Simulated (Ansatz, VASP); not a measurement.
**Ti in VASP and in Ansatz**

```
Ti
1.0
     0.00000    3.01556    3.01556
     3.01556    0.00000    3.01556
     3.01556    3.01556    0.00000
Ti
2
Direct
  0.12500 0.12500 0.12500
  0.87500 0.87500 0.87500
```

Alike in both runs: functional PBE; k mesh 10 × 10 × 10; occupations fermi-dirac, width 0.05 eV; collinear spin.

Ansatz relaxed the structure, and its values are those at the end. VASP's run is a single point on that final structure, the one shown.

|  | VASP | Ansatz |
| --- | --- | --- |
| version | VASP 6.6.1 | Ansatz 0.2.0 |
| potentials or method | VASP PAW PBE potentials, release 64 (Ti_sv), cutoff 520 eV | plane waves (420 eV) with PAW, scalar-relativistic |
| valence electrons in the cell | 24 | 24 |

Ansatz gave:

```
pressure (GPa)                                                : 0.0
net moment per atom (μB)                                      : 2.28
size of the moment on the site where the two differ most (μB) : 1.65
```

Task: What did VASP give for the same quantities?

Result: Pressure (GPa): 0.0; net moment per atom (μB): 2.28; size of the moment on the site where the two differ most (μB): 1.76.

Site moments also hang on the region over which each program counts them.
